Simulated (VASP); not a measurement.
Here is a VASP 6.6.1 calculation.

Contents of INCAR:

```
SYSTEM = Ga2O3
PREC = Accurate
ENCUT = 520
EDIFF = 1E-6
ISMEAR = 0
SIGMA = 0.02
LREAL = .False.
LASPH = .True.
NELM = 60
ALGO = Normal
ISIF = 2
LWAVE = .False.
LCHARG = .True.
GGA = PS
LELF = .True.
LVHAR = .True.
NBANDS = 55
```

Contents of KPOINTS:

```
Automatic mesh
0
Gamma
  6 6 6
  0 0 0
```

POSCAR

```
Ga2O3
1.0
    2.5002034414      1.4434931300      4.4832388921
   -2.5002034414      1.4434931300      4.4832388921
    0.0000000000     -2.8869862599      4.4832388921
Ga O
4 6
Direct
    0.3557127148      0.3557127148      0.3557127148
    0.1442872852      0.1442872852      0.1442872852
    0.6442872852      0.6442872852      0.6442872852
    0.8557127148      0.8557127148      0.8557127148
    0.5527838005      0.9472161995      0.2500000000
    0.2500000000      0.5527838005      0.9472161995
    0.9472161995      0.2500000000      0.5527838005
    0.4472161995      0.0527838005      0.7500000000
    0.7500000000      0.4472161995      0.0527838005
    0.0527838005      0.7500000000      0.4472161995
```

Potentials or basis: VASP PAW PBE potentials, release 64 (Ga_d, O).

Command:

```bash
$ cat potpaw_PBE.64/Ga_d/POTCAR potpaw_PBE.64/O/POTCAR > POTCAR
$ mpirun -np 1 vasp_std > vasp.out
```

Question: What does it give for the band gap on the k mesh?

Answer: 2.70 eV, indirect (least direct gap 2.96 eV).

Question: What does it give for the pressure?

Answer: 0.7 GPa.

Question: Estimate the largest force.

Answer: 0.028 eV/Å.

Forces in eV/Å, atoms in the order of the input:
```
Ga   0.000  0.000  0.028
Ga   0.000  0.000 -0.028
Ga   0.000  0.000 -0.028
Ga   0.000  0.000  0.028
O    0.012  0.000  0.000
O   -0.006  0.010  0.000
O   -0.006 -0.010  0.000
O   -0.012  0.000  0.000
O    0.006 -0.010  0.000
O    0.006  0.010  0.000
```

Caveat: the PAW data sets were made with another functional, which shifts forces and pressure a little. As with any semilocal functional, this PBEsol gap is likely too small.
